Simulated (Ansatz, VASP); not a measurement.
## One calculation of Ir, two programs

INCAR

```
ALGO = Normal ; EDIFF = 1E-6
ENCUT = 500 ; GGA = PS
GGA_COMPAT = F ; ISIF = 2
ISMEAR = 1 ; LASPH = T
LCHARG = F ; LREAL = F
LWAVE = F ; NBANDS = 16
NELM = 120 ; PREC = Accurate
SIGMA = 0.1
```

File KPOINTS:

```
k-points
0
Gamma
  8 8 5
```

Contents of POSCAR:

```
Ir
1.0
    2.7771900000      0.0015200000     -0.0104800000
   -1.3872800000      2.3908300000     -0.0125200000
   -0.0169900000     -0.0332500000      4.4593200000
Ir
2
Direct
    0.6806600000      0.3916000000      0.7404900000
    0.2853998646      0.6097489145      0.2056142269
```

Input for Ansatz:

```yaml
crystal:
  lattice:
    - [2.77719, 0.00152, -0.01048]
    - [-1.38728, 2.39083, -0.01252]
    - [-0.01699, -0.03325, 4.45932]
  atoms:
    - { symbol: Ir, position: [0.68066, 0.3916, 0.74049] }
    - { symbol: Ir, position: [0.28539986458236943, 0.6097489144980799, 0.2056142268754741] }
basis:
  ecutwfc: 540.0
  xc_grid: 2
kpoints:
  mp_grid:
    grid: [8, 8, 5]
hamiltonian:
  xc: pbesol
scf:
  convergence:
    dr2_threshold: 1.0e-09
  occupations:
    method: cold
    width: 0.1
output:
  forces: true
  stress: true
```

Alike in both runs: task single point; functional PBEsol; k mesh 8 × 8 × 5; no spin polarisation.

|  | VASP | Ansatz |
| --- | --- | --- |
| version | VASP 6.6.1 | Ansatz 0.2.0 |
| potentials or method | VASP PAW PBE potentials, release 64 (Ir), cutoff 500 eV | plane waves, PAW |
| occupations | methfessel-paxton of order 1, width 0.1 eV | cold, width 0.1 eV |
| valence electrons in the cell | 18 | 34 |

|  | VASP | Ansatz | Ansatz less VASP |
| --- | --- | --- | --- |
| pressure (GPa) | -7.7 | -8.5 | -0.83 |
| traceless stress, the component that is largest in VASP (GPa) | 8.98 | 8.84 | -0.140 |
| rms of the force components (eV/Å) | 1.352 | 1.321 | -0.0310 |

VASP's potentials were made for PBE, not for PBEsol. Atom by atom the forces differ by 0.036 eV/Å (rms over components). VASP's potentials hold 18 valence electrons a cell and Ansatz's 34, so a difference there can come from the potentials and not from the codes. Ansatz's warnings: stress scf threshold loose.

Neither program's run includes spin-orbit coupling.
